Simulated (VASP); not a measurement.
# Zr (I4/mmm) in VASP: single point with PBEsol

Aim: the single point of Zr with PBEsol.

Everything below comes from runs of VASP 6.6.1. Logs are shortened: lines on timing, memory, paths and dates and some standing lists are left out, and cuts for length are marked.

### Step 1. The cell of the first run

It takes space group I4/mmm (No. 139, tetragonal). Conventional cell: a = 3.207 Å, b = 3.207 Å, c = 13.400 Å, α = 90.00°, β = 90.00°, γ = 90.00°. Within 4.2 Å of Zr (site symmetry 4mm) lie 9 Zr at 3.21 to 3.94 Å.

### Step 2. Single point, PBEsol

File INCAR:

```
PREC = Accurate ; ENCUT = 520
EDIFF = 1E-7 ; ISMEAR = 1
SIGMA = 0.15 ; LREAL = False
LASPH = True ; NELM = 100
ALGO = Normal ; ISIF = 2
LWAVE = False ; LCHARG = False
GGA = PS ; NBANDS = 19
```

File KPOINTS:

```
Automatic mesh
0
Gamma
  10 10 10
```

File POSCAR:

```
Zr
1.0
   -1.6033930000      1.6033930000      6.7000100000
    1.6033930000     -1.6033930000      6.7000100000
    1.6033930000      1.6033930000     -6.7000100000
Zr
2
Direct
    0.6470620000      0.6470620000      0.0000000000
    0.3529380000      0.3529380000      0.0000000000
```

Potentials or basis: VASP PAW PBE potentials, release 64 (Zr_sv).

Command:

```sh
> cat potpaw_PBE.64/Zr_sv/POTCAR > POTCAR
> mpirun -np 1 vasp_std > vasp.out
```

OUTCAR:

```text
PREC = Accurate
   ENCUT = 520
   EDIFF = 1E-7
   ISMEAR = 1
   LREAL = False
   LASPH = True
   NELM = 100
   ISIF = 2
   GGA = PS

 ion  position               nearest neighbor table
   1  0.647  0.647  0.000-   2 3.57   2 3.57   2 3.57   2 3.57
   2  0.353  0.353  0.000-   1 3.57   1 3.57   1 3.57   1 3.57

  LATTYP: Found a body centered tetragonal cell.
 ALAT       =     3.2067860000
 C/A-ratio  =     4.1786449111

  Lattice vectors:

 A1 = (  -1.6033930000,   1.6033930000,   6.7000100000)
 A2 = (   1.6033930000,  -1.6033930000,   6.7000100000)
 A3 = (   1.6033930000,   1.6033930000,  -6.7000100000)

Analysis of symmetry for initial positions (statically):
=====================================================================
 Subroutine PRICEL returns:
 Original cell was already a primitive cell.

 Routine SETGRP: Setting up the symmetry group for a
 body centered tetragonal supercell.

 Subroutine GETGRP returns: Found 16 space group operations
 (whereof 16 operations were pure point group operations)
 out of a pool of 16 trial point group operations.

The static configuration has the point symmetry D_4h.

Analysis of symmetry for dynamics (positions and initial velocities):
=====================================================================
 Subroutine PRICEL returns:
 Original cell was already a primitive cell.

 Routine SETGRP: Setting up the symmetry group for a
 body centered tetragonal supercell.

 Subroutine GETGRP returns: Found 16 space group operations
 (whereof 16 operations were pure point group operations)
 out of a pool of 16 trial point group operations.

The dynamic configuration has the point symmetry D_4h.

 Subroutine INISYM returns: Found 16 space group operations
 (whereof 16 operations are pure point group operations),
 and found     1 'primitive' translations

----------------------------------------------------------------------------------------

                                     Primitive cell

  volume of cell :      68.8994

  direct lattice vectors                    reciprocal lattice vectors
    -1.603393000  1.603393000  6.700010000     0.000000000  0.311838707  0.074626754
     1.603393000 -1.603393000  6.700010000     0.311838707  0.000000000  0.074626754
     1.603393000  1.603393000 -6.700010000     0.311838707  0.311838707  0.000000000

  length of vectors
     7.073321159  7.073321159  7.073321159     0.320643933  0.320643933  0.441006529

  position of ions in fractional coordinates (direct lattice)
     0.647062000  0.647062000  0.000000000
     0.352938000  0.352938000  0.000000000

  ion indices of the primitive-cell ions
   primitive index   ion index
                 1           1
                 2           2

----------------------------------------------------------------------------------------

 KPOINTS: Automatic mesh

Automatic generation of k-mesh.
 Grid dimensions read from file:
 generate k-points for:   10   10   10

 Generating k-lattice:

  Cartesian coordinates                     Fractional coordinates (reciprocal lattice)
     0.000000000  0.031183871  0.007462675     0.100000000  0.000000000 -0.000000000
     0.031183871  0.000000000  0.007462675     0.000000000  0.100000000 -0.000000000
     0.031183871  0.031183871  0.000000000     0.000000000  0.000000000  0.100000000

  Length of vectors
     0.032064393  0.032064393  0.044100653

  Shift w.r.t. Gamma in fractional coordinates (k-lattice)
     0.000000000  0.000000000  0.000000000

 Subroutine IBZKPT returns following result:
 ===========================================

 Found    102 irreducible k-points:

 Following reciprocal coordinates:
            Coordinates               Weight
  0.000000  0.000000  0.000000      1.000000
  0.100000 -0.000000  0.000000      8.000000
  0.200000 -0.000000  0.000000      8.000000
  0.300000  0.000000  0.000000      8.000000
  0.400000 -0.000000  0.000000      8.000000
  0.500000  0.000000  0.000000      4.000000
[... 16 lines left out ...]
  0.300000  0.300000  0.000000      8.000000
  0.400000  0.300000  0.000000     16.000000
 [... further k-points ...]
   k-points           NKPTS =    102   k-points in BZ     NKDIM =    102   number of bands    NBANDS=     19
   number of dos      NEDOS =    301   number of ions     NIONS =      2
   total plane-waves  NPLWV = 157464
   dimension x,y,z NGX =    54 NGY =   54 NGZ =   54
   dimension x,y,z NGXF=   108 NGYF=  108 NGZF=  108
   ions per type =               2
   NGX,Y,Z   is equivalent  to a cutoff of  12.69, 12.69, 12.69 a.u.
   NGXF,Y,Z  is equivalent  to a cutoff of  25.38, 25.38, 25.38 a.u.
 SYSTEM =  unknown system
   PREC   = accura    normal or accurate (medium, high low for compatibility)
   ISTART =      0    job   : 0-new  1-cont  2-samecut
   ICHARG =      2    charge: 1-file 2-atom 10-const
   ISPIN  =      1    spin polarized calculation?
   LNONCOLLINEAR =      F non collinear calculations
   LSORBIT =      F    spin-orbit coupling
   LASPH  =      T    aspherical Exc in radial PAW
   ENCUT  =  520.0 eV  38.22 Ry    6.18 a.u.  13.15 13.15 13.15*2*pi/ulx,y,z
   NELM   =    100;   NELMIN=  2; NELMDL= -5     # of ELM steps
   EDIFF  = 0.1E-06   stopping-criterion for ELM
   LREAL  =      F    real-space projection
   EDIFFG = 0.1E-05   stopping-criterion for IOM
   NSW    =      0    number of steps for IOM
   IBRION =     -1    ionic relax: 0-MD 1-quasi-New 2-CG
   NFREE  =      0    steps in history (QN), initial steepest desc. (CG)
   ISIF   =      2    stress and relaxation
   ISYM   =      2    0-nonsym 1-usesym 2-fastsym
   POTIM  = 0.5000    time-step for ionic-motion
   TEBEG  =    0.0;   TEEND  =   0.0 temperature during run
   PSTRESS=    0.0 pullay stress
   NELECT =      24.0000    total number of electrons
   NUPDOWN=      -1.0000    fix difference up-down
   EMIN   =  10.00;   EMAX   =-10.00  energy-range for DOS
   EFERMI =   0.00;   METHOD = LEGACY
   ISMEAR =     1;   SIGMA  =   0.15  broadening in eV -4-tet -1-fermi 0-gaus
   EFERMI_NEDOS =   21; number of points for ismear=-14 and -15
   IALGO  =     38    algorithm
   IMIX   =      4    mixing-type and parameters
     AMIX     =   0.40;   BMIX     =  1.00
     AMIX_MAG =   1.60;   BMIX_MAG =  1.00
  volume/ion in A,a.u.               =      34.45       232.48
  Fermi-wavevector in a.u.,A,eV,Ry     =   1.151879  2.176735 18.052546  1.326825
  Thomas-Fermi vector in A             =   2.288534
   LORBIT       =      0    0 simple, 1 ext, 2 COOP (PROOUT), +10 PAW based schemes
   GGA     = PS    functional components
   LHFCALC =     F    Hartree Fock is set to
   AEXX    =    0.0000 exact exchange contribution
   IVDW    =     0    specifies the selected vdW correction
   LEPSILON=     F    determine dielectric tensor
   LRPA    =     F    only Hartree local field effects (RPA)
 non-spin polarized calculation
 Methfessel and Paxton  Order N= 1 SIGMA  =   0.15
  energy-cutoff  :      520.00
  volume of cell :       68.90
 maximum number of plane-waves:      1888
 NGX is ok and might be reduce to    54
   NGX = 27   NGY = 27   NGZ = 27

 number of electron      24.0000000 magnetization

 Free energy of the ion-electron system (eV)
  ---------------------------------------------------
  ext. energy  EPLUGINS =         0.00000000
  ---------------------------------------------------
  free energy    TOTEN  =       -15.95301241 eV

  energy without entropy =      -15.95170228  energy(sigma->0) =      -15.95257570

 E-fermi :   4.9242     XC(G=0):  -9.3978

 val. band max:        4.9218336294   @ k =   0.4000   0.2000   0.0000
 cond. band min:       4.9305707379   @ k =  -0.3000   0.3000   0.2000
 fundamental gap:      0.0087371085
 Fermi energy:         4.9242075081

 k-point     1 :       0.0000    0.0000    0.0000
  band No.  band energies     occupation
      1     -44.2700      2.00000
      2     -44.2468      2.00000
      3     -22.4110      2.00000
      4     -22.1973      2.00000
      5     -21.9910      2.00000
      6     -21.9910      2.00000
[... 11 lines left out ...]
     18       8.1707      0.00000
     19       8.2873      0.00000

 k-point     2 :       0.1000   -0.0000    0.0000
  band No.  band energies     occupation
      1     -44.2652      2.00000
      2     -44.2431      2.00000
      3     -22.4018      2.00000
      4     -22.1997      2.00000
      5     -22.0356      2.00000
      6     -22.0004      2.00000
[... 11 lines left out ...]
     18       8.2838      0.00000
     19       8.6724      0.00000

 k-point     3 :       0.2000   -0.0000    0.0000
  band No.  band energies     occupation
      1     -44.2525      2.00000
      2     -44.2336      2.00000
      3     -22.3783      2.00000
      4     -22.2205      2.00000
      5     -22.1374      2.00000
      6     -22.1229      2.00000
[... 11 lines left out ...]
     18       8.3336      0.00000
     19       8.4188      0.00000

 k-point     4 :       0.3000    0.0000    0.0000
  band No.  band energies     occupation
      1     -44.2361      2.00000
      2     -44.2224      2.00000
      3     -22.3646      2.00000
      4     -22.3248      2.00000
      5     -22.2515      2.00000
      6     -22.1851      2.00000
[... 11 lines left out ...]
     18       8.0117      0.00000
     19       8.4386      0.00000

 k-point     5 :       0.4000   -0.0000    0.0000
  band No.  band energies     occupation
      1     -44.2217      2.00000
      2     -44.2144      2.00000
      3     -22.4337      2.00000
      4     -22.4311      2.00000
      5     -22.2672      2.00000
      6     -22.2047      2.00000
[... 11 lines left out ...]
     18       8.0374      0.00000
     19       8.3808      0.00000
[... 334 lines left out ...]
      2     -44.2082      2.00000
      3     -22.3382      2.00000
      4     -22.2980      2.00000
      5     -22.2424      2.00000
      6     -22.1876      2.00000
[... 11 lines left out ...]
     18       7.2808     -0.00000
     19       7.6051     -0.00000

 k-point    22 :      -0.2000    0.2000    0.0000
  band No.  band energies     occupation
      1     -44.2357      2.00000
      2     -44.2199      2.00000
      3     -22.3512      2.00000
      4     -22.2137      2.00000
      5     -22.1464      2.00000
      6     -22.1245      2.00000
[... 11 lines left out ...]
     18       7.4450     -0.00000
     19       7.4980     -0.00000

 k-point    23 :       0.3000    0.3000    0.0000
  band No.  band energies     occupation
      1     -44.2042      2.00000
      2     -44.1969      2.00000
      3     -22.3158      2.00000
      4     -22.2836      2.00000
      5     -22.2738      2.00000
      6     -22.2281      2.00000
[... 11 lines left out ...]
     18       7.4217     -0.00000
     19       7.6927     -0.00000

 k-point    24 :       0.4000    0.3000    0.0000
  band No.  band energies     occupation
      1     -44.1912      2.00000
      2     -44.1879      2.00000
      3     -22.3881      2.00000
      4     -22.3849      2.00000
      5     -22.2545      2.00000
      6     -22.2372      2.00000
[... 11 lines left out ...]
     18       7.8679     -0.00000
     19       8.6777      0.00000

 [... further k-points ...]

------------------------ aborting loop because EDIFF is reached ----------------------------------------

  FORCE on cell =-STRESS in cart. coord.  units (eV):
  Direction    XX          YY          ZZ          XY          YZ          ZX
  --------------------------------------------------------------------------------------
  -------------------------------------------------------------------------------------
  Total       -5.8660769     -5.8660769     -8.7004678      0.0000000     -0.0000000      0.0000000
  in kB     -136.4089688   -136.4089688   -202.3195158      0.0000000     -0.0000000      0.0000000
  external PRESSURE =    -158.3791511 kB  Pullay stress =       0.0000000 kB

 VOLUME and BASIS-vectors are now :
 -----------------------------------------------------------------------------
  energy-cutoff  :      520.00
  volume of cell :       68.90
      direct lattice vectors                 reciprocal lattice vectors
    -1.603393000  1.603393000  6.700010000     0.000000000  0.311838707  0.074626754
     1.603393000 -1.603393000  6.700010000     0.311838707  0.000000000  0.074626754
     1.603393000  1.603393000 -6.700010000     0.311838707  0.311838707  0.000000000

 POSITION                                       TOTAL-FORCE (eV/Angst)
 -----------------------------------------------------------------------------------
      0.00000      0.00000      8.67064         0.000000      0.000000      1.501566
      0.00000      0.00000      4.72938        -0.000000     -0.000000     -1.501566
 -----------------------------------------------------------------------------------
    total drift:                               -0.000000     -0.000000      0.000000

  FREE ENERGIE OF THE ION-ELECTRON SYSTEM (eV)
  ---------------------------------------------------
  free  energy   TOTEN  =       -15.9530124071 eV

  energy  without entropy=      -15.9517022759  energy(sigma->0) =      -15.95257570
```

Wall time 6.6 min (1 thread of AMD EPYC 7R13 (Zen 3), shared host); peak memory 0.39 GiB.

What came out:

```
Free energy            : -15.9530 eV
Pressure               : -15.8 GPa
Largest force          : 1.502 eV/Å
Band gap on the k mesh : zero (band 12 reaches 5.18 eV, above the bottom of band 13 at 4.34 eV)
```

Forces on the atoms (eV/Å):
```
Zr   0.000  0.000  1.502
Zr   0.000  0.000 -1.502
```

Caveat: the PAW data sets were made with another functional, which shifts forces and pressure a little.
